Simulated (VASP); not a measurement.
**SnO2: single point with r2SCAN**

The system is SnO2.

```
CELL_PARAMETERS angstrom
3.23058 0.00000 0.00000
-1.61529 2.79776 0.00000
0.00000 0.00000 10.79056
ATOMIC_POSITIONS crystal
Sn 0.00000 0.00000 0.00000
Sn 0.00000 0.00000 0.50000
O 0.33333 0.66667 0.90586
O 0.33333 0.66667 0.59414
O 0.66667 0.33333 0.09414
O 0.66667 0.33333 0.40586
```

```yaml
Program: VASP 6.6.1
Task: single point
Functional: r2SCAN
Potentials_or_basis: VASP PAW PBE potentials, release 64 (Sn_d, O)
Cutoff: 520 eV
k_mesh: 9 × 9 × 3
Occupations: fermi-dirac, width 0.05 eV
Spin: no spin polarisation
```

The pressure is -5.3 GPa, the largest force is 0.552 eV/Å and the band gap on the k mesh is 2.60 eV, indirect (least direct gap 3.00 eV).

Forces on the atoms (eV/Å):
```
Sn   0.000  0.000  0.000
Sn   0.000  0.000  0.000
O    0.000  0.000  0.552
O    0.000  0.000 -0.552
O    0.000  0.000 -0.552
O    0.000  0.000  0.552
```

Stress tensor (GPa, compression positive):
```
-6.12  0.00  0.00
 0.00 -6.12  0.00
 0.00  0.00 -3.56
```

Levels at points of the mesh, in eV from the valence-band top:
```
           k point  band 23  band 24  band 25  band 26  band 27  band 28  band 29  band 30
(0.00, 0.00, 0.00)    -0.89    -0.87    -0.87    -0.40     2.60     3.32     6.07     6.50
```

Wall time 2.3 min on 1 thread of Intel(R) Xeon(R) Platinum 8488C (Sapphire Rapids), with other jobs on the host, peak memory 0.25 GiB.

Caveat: the PAW data sets were made with another functional, which shifts forces and pressure a little; spin-orbit coupling is left out, which moves the levels of the heavy elements. A k mesh can miss the band edges.
